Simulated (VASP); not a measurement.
Here is a VASP 6.6.1 calculation.

The input INCAR:

```
PREC = Accurate
ENCUT = 520
EDIFF = 1E-6
ISMEAR = 0
SIGMA = 0.1
LREAL = F
LASPH = T
NELM = 80
ALGO = Normal
ISIF = 2
LWAVE = F
LCHARG = F
GGA = PE
NBANDS = 9
```

The input KPOINTS:

```
regular mesh
0
Gamma
  15 15 8
```

Contents of POSCAR:

```
Mg
1.0
    3.3359093872      0.0000000000      0.0000000000
   -1.6679546935      2.8889822740      0.0000000000
    0.0000000000      0.0000000000      5.1033098218
Mg
2
Direct
    0.3333333333      0.6666666667      0.2500000000
    0.6666666667      0.3333333333      0.7500000000
```

Potentials or basis: VASP PAW PBE potentials, release 64 (Mg).

The run is started by

```sh
$ cat potpaw_PBE.64/Mg/POTCAR > POTCAR
$ mpirun -np 1 vasp_std > vasp.out
```

Estimate the pressure.

-2.2 GPa.

Predict the band gap on the k mesh.

zero (band 2 reaches 3.08 eV, above the bottom of band 3 at 1.58 eV).

Stress tensor (GPa, compression positive):
```
-2.89  0.00  0.00
 0.00 -2.89  0.00
 0.00  0.00 -0.80
```

Caveat: the cell differs from its parent crystal (strained).
